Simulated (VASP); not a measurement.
Set up this calculation in VASP 6.6.1, as the native input.

```yaml
Task: single point
Functional: PBE
Potentials_or_basis: VASP PAW PBE potentials, release 64 (Hf_pv, O)
Cutoff: 520 eV
k_mesh: 8 × 8 × 8
Occupations: gaussian, width 0.05 eV
Spin: no spin polarisation
Dipole_correction: no
Further_INCAR_settings: ALGO = Normal; EDIFF = 1e-07; NBANDS = 18
```

The structure of HfO2 lies in POSCAR:

```
HfO2
1.0
    0.0000000000      2.5575000000      2.5575000000
    2.1738750000      0.0000000000      2.5575000000
    2.1738750000      2.5575000000      0.0000000000
Hf O
1 2
Direct
    0.0000000000      0.0000000000      0.0000000000
    0.2500000000      0.2500000000      0.2500000000
    0.7500000000      0.7500000000      0.7500000000
```

This cell differs from its parent crystal: strain -0.1500 x Voigt [1, 0, 0, 0, 0, 0].

These files were run (other wordings do the same):

INCAR

```
PREC = Accurate
ENCUT = 520
EDIFF = 1E-7
ISMEAR = 0
SIGMA = 0.05
LREAL = F
LASPH = T
NELM = 60
ALGO = Normal
ISIF = 2
LWAVE = F
LCHARG = T
GGA = PE
LELF = T
LVHAR = T
NBANDS = 18
```

KPOINTS

```
Automatic mesh
0
Gamma
  8 8 8
```

Potentials or basis: VASP PAW PBE potentials, release 64 (Hf_pv, O).

Run with:

```bash
$ cat potpaw_PBE.64/Hf_pv/POTCAR potpaw_PBE.64/O/POTCAR > POTCAR
$ mpirun -np 1 vasp_std > vasp.out
```

It gave:

```yaml
Pressure: 48.2 GPa
Band_gap_on_the_k_mesh: 1.31 eV, indirect (least direct gap 1.75 eV)
```

Caveat: the cell differs from its parent crystal (strain -0.1500 x Voigt [1, 0, 0, 0, 0, 0]); spin-orbit coupling is left out, which moves the levels of the heavy elements.

Run time: 17 s on 1 thread of Intel(R) Xeon(R) 6975P-C (Granite Rapids), with other jobs on the host, peak memory 0.17 GiB.
